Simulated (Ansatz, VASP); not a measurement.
**SiO2: VASP beside Ansatz**

Contents of INCAR:

```
PREC = Accurate
ENCUT = 520
EDIFF = 1E-8
ISMEAR = -1
SIGMA = 0.03
LREAL = False
LASPH = True
NELM = 60
ALGO = Normal
ISIF = 2
LWAVE = False
LCHARG = False
GGA = PE
LEFG = True
NBANDS = 25
```

Contents of KPOINTS:

```
regular mesh
0
Gamma
  7 7 7
```

File POSCAR:

```
SiO2
1.0
   -2.3581162984      2.3581162984      3.7188717261
    2.3581162984     -2.3581162984      3.7188717261
    2.3581162984      2.3581162984     -3.7188717261
Si O
2 4
Direct
    0.0000000000      0.0000000000      0.0000000000
    0.7500000000      0.2500000000      0.5000000000
    0.9983800000      0.6250000000      0.8733800000
    0.3750000000      0.2483800000      0.3733800000
    0.7516200000      0.1250000000      0.1266200000
    0.8750000000      0.0016200000      0.6266200000
```

Input for Ansatz:

```yaml
crystal:
  lattice:
    - [-2.3581162984, 2.3581162984, 3.7188717261]
    - [2.3581162984, -2.3581162984, 3.7188717261]
    - [2.3581162984, 2.3581162984, -3.7188717261]
  atoms:
    - { symbol: Si, position: [0.0, 0.0, 0.0] }
    - { symbol: Si, position: [0.75, 0.25, 0.5] }
    - { symbol: O, position: [0.99838, 0.625, 0.87338] }
    - { symbol: O, position: [0.375, 0.24838, 0.37338] }
    - { symbol: O, position: [0.75162, 0.125, 0.12662] }
    - { symbol: O, position: [0.875, 0.00162, 0.62662] }
kpoints:
  mp_grid: { grid: [7, 7, 7] }
scf:
  occupations: { method: fermi_dirac, width: 0.03 }
hamiltonian:
  xc: pbe
  pseudopotentials: { kind: all_electron, datasets: crystal }
output:
  forces: true
  stress: true
  eigenvalues: true
  efg: { contact_densities: true }
```

Change from the starting cell: volume scaled by 0.98, crystal datasets.

Alike in both runs: task electric field gradients; functional PBE; k mesh 7 × 7 × 7; occupations fermi-dirac, width 0.03 eV; no spin polarisation.

|  | VASP | Ansatz |
| --- | --- | --- |
| version | VASP 6.6.1 | Ansatz 0.2.0 |
| potentials or method | VASP PAW PBE potentials, release 64 (Si, O), cutoff 520 eV | all-electron PAW with datasets made for the crystal, scalar-relativistic |

|  | VASP | Ansatz | Ansatz less VASP |
| --- | --- | --- | --- |
| gap on the k mesh at the Fermi level (eV) | 6.18 | 6.19 | +0.008 |
| pressure (GPa) | 7.4 | 7.2 | -0.21 |
| traceless stress, the component that is largest in VASP (GPa) | -1.18 | -1.24 | -0.067 |
| rms of the force components (eV/Å) | 0.190 | 0.188 | -0.0014 |
| size of Vzz on the site where it differs most (V/Å²) | 82.2 | 83.8 | +1.65 |

Atom by atom the forces differ by 0.001 eV/Å (rms over components). Ansatz ran all-electron here, and VASP with PAW potentials.
